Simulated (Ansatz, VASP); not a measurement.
**One calculation of BAs, two programs**

INCAR

```
SYSTEM = BAs
PREC = Accurate ; ENCUT = 520
EDIFF = 1E-6 ; ISMEAR = -1
SIGMA = 0.05 ; LREAL = .False.
LASPH = .True. ; NELM = 100
ALGO = Normal ; ISIF = 2
LWAVE = .False. ; LCHARG = .False.
GGA = CA ; NBANDS = 11
```

Contents of KPOINTS:

```
Automatic mesh
0
Gamma
  13 13 13
  0 0 0
```

File POSCAR:

```
BAs
1.0
    0.0000000000      2.3724693156      2.3724693156
    2.3724693156      0.0000000000      2.3724693156
    2.3724693156      2.3724693156      0.0000000000
B As
1 1
Direct
    0.0000000000      0.0000000000      0.0000000000
    0.7500000000      0.7500000000      0.7500000000
```

Input for Ansatz:

```yaml
crystal:
  lattice:
    - [0.0, 2.3724693156, 2.3724693156]
    - [2.3724693156, 0.0, 2.3724693156]
    - [2.3724693156, 2.3724693156, 0.0]
  atoms:
    - { symbol: B, position: [0.0, 0.0, 0.0] }
    - { symbol: As, position: [0.75, 0.75, 0.75] }
kpoints:
  mp_grid: { grid: [13, 13, 13] }
  band_path:
    path:
      - [0.0, 0.0, 0.0]
      - [-0.5, -0.5, 0.0]
      - [-0.375, -0.375, 0.25]
      - [-0.375, 0.0, 0.375]
      - [0.0, 0.0, 0.0]
      - [0.0, 0.0, 0.5]
      - [-0.5, -0.25, 0.25]
      - [-0.5, -0.5, 0.0]
    npoints: 5
scf:
  occupations: { method: fermi_dirac, width: 0.05 }
hamiltonian:
  xc: lda
  pseudopotentials: { kind: all_electron, lapw: { basis_error: 0.0005 } }
output:
  forces: true
  stress: true
  eigenvalues: true
```

Change from the starting cell: volume scaled by 0.98.

Alike in both runs: task single point; functional LDA; k mesh 13 × 13 × 13; occupations fermi-dirac, width 0.05 eV; no spin polarisation.

|  | VASP | Ansatz |
| --- | --- | --- |
| version | VASP 6.6.1 | Ansatz 0.2.0 |
| potentials or method | VASP PAW LDA potentials, release 64 (B, As), cutoff 520 eV | all-electron LAPW, scalar-relativistic |

```csv
,VASP,Ansatz,Ansatz less VASP
pressure (GPa),-0.2,-1.2,-0.92
```

LDA's correlation is that of Perdew and Zunger in VASP and of Perdew and Wang (1992) in Ansatz. Ansatz ran all-electron here, and VASP with PAW potentials.
